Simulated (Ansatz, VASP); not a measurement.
**MgSe in VASP and in Ansatz**

POSCAR

```
MgSe
1.0
    0.0000000000      2.7337235204      2.7337235204
    2.7337235204      0.0000000000      2.7337235204
    2.7337235204      2.7337235204      0.0000000000
Mg Se
1 1
Direct
    0.0000000000      0.0000000000      0.0000000000
    0.5000000000      0.5000000000      0.5000000000
```

The input INCAR.step1:

```
SYSTEM = MgSe
PREC = Accurate ; ENCUT = 660
ISMEAR = 0 ; SIGMA = 0.1
LREAL = .FALSE. ; LASPH = .TRUE.
NELM = 120 ; NBANDS = 11
GGA = PE ; ALGO = Normal
EDIFF = 1E-5 ; LWAVE = .TRUE.
LCHARG = .FALSE. ; GGA_COMPAT = .FALSE.
```

Contents of INCAR.step2:

```
SYSTEM = MgSe
PREC = Accurate ; ENCUT = 660
EDIFF = 1E-6 ; ISMEAR = 0
SIGMA = 0.1 ; LREAL = .FALSE.
LASPH = .TRUE. ; NELM = 120
ALGO = Normal ; ISIF = 2
LWAVE = .FALSE. ; LCHARG = .FALSE.
METAGGA = R2SCAN ; LMIXTAU = .TRUE.
NBANDS = 11 ; ISTART = 1
GGA_COMPAT = .FALSE.
```

File KPOINTS:

```
regular mesh
0
G
  1 1 1
  0 0 0
```

Input for Ansatz:

```yaml
crystal:
  lattice:
    - [0.0, 2.7337235204, 2.7337235204]
    - [2.7337235204, 0.0, 2.7337235204]
    - [2.7337235204, 2.7337235204, 0.0]
  atoms:
    - { symbol: Mg, position: [0.0, 0.0, 0.0] }
    - { symbol: Se, position: [0.5, 0.5, 0.5] }
basis:
  ecutwfc: 500
kpoints:
  mp_grid: { grid: [1, 1, 1] }
hamiltonian:
  xc: r2scan
scf:
  occupations: { method: gaussian, width: 0.1 }
  eigensolver: { mixed_precision: false }
  max_iter: 59
output:
  forces: true
  stress: true
  eigenvalues: true
```

Alike in both runs: task single point; functional r2SCAN; k mesh 1 × 1 × 1; occupations gaussian, width 0.1 eV; no spin polarisation.

|  | VASP | Ansatz |
| --- | --- | --- |
| version | VASP 6.6.1 | Ansatz 0.2.0 |
| potentials or method | VASP PAW PBE potentials, release 64 (Mg, Se), cutoff 660 eV | scalar-relativistic, plane waves, PAW |
| valence electrons in the cell | 8 | 26 |

VASP gave:

```
gap on the k mesh at the Fermi level (eV) : 3.04
least direct gap on the mesh (eV)         : 3.04
```

Estimate Ansatz's values.

gap on the k mesh at the Fermi level (eV): 3.07; least direct gap on the mesh (eV): 3.07.

VASP's potentials were made for PBE, not for r2SCAN. The functional is the same, so the differences come from potentials, cutoffs and numerics. VASP's potentials hold 8 valence electrons a cell and Ansatz's 26, so a difference there can come from the potentials and not from the codes.

The k mesh is coarse, so the values compare programs but aren't converged.
